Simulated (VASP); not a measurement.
Runs of VASP 6.6.1 on CdSe. The structure is that of space group F-43m (No. 216), or close to it. The cells are those of the table. 

```csv
task,spin,cell,cutoff (eV),smearing,gap on the mesh (eV),pressure (GPa)
single point,off,"a = 4.107 Å, angles 60.0, 60.0, 90.0°, 2 atoms",520,gaussian 0.01 eV,0.75,10.6
single point,off,"a = 4.208 Å, angles 60.0, 60.0, 90.0°, 2 atoms",520,gaussian 0.01 eV,0.61,4.4
relaxation of cell and atoms,off,"relaxed to 2 GPa from a = 4.301 Å, angles 60.0, 60.0, 90.0°, 2 atoms",600,gaussian 0.01 eV,0.54,2.0
relaxation of cell and atoms,off,"relaxed to 10 GPa from a = 4.301 Å, angles 60.0, 60.0, 90.0°, 2 atoms",600,gaussian 0.01 eV,(a),10.0
single point,off,"a = 4.363 Å, angles 60.0, 60.0, 90.0°, 2 atoms",520,gaussian 0.01 eV,0.40,-1.8
single point,off,"a = 4.250 Å, angles 60.0, 60.0, 90.0°, 2 atoms",520,gaussian 0.01 eV,0.55,2.4
single point,"non-collinear, zero start, SOC","a = 4.043 Å, angles 60.0, 60.0, 90.0°, 2 atoms",520,fermi-dirac 0.01 eV,-,(b)
```

Alike in all rows: level PBEsol; potentials or basis VASP PAW PBE potentials, release 64 (Cd, Se); k mesh 6 × 6 × 6.

**Question.** Estimate the missing entries.

**Answer.** (a) 0.74; (b) 15.7.

Caveats: some runs use coarse meshes; the PAW data sets were made with another functional, which shifts forces and pressure a little; the cell is relaxed towards a set pressure, so the enthalpy falls and the energy may rise (some runs).

A k mesh can miss the band edges, and rows without SOC leave out spin-orbit coupling on Cd, Se.
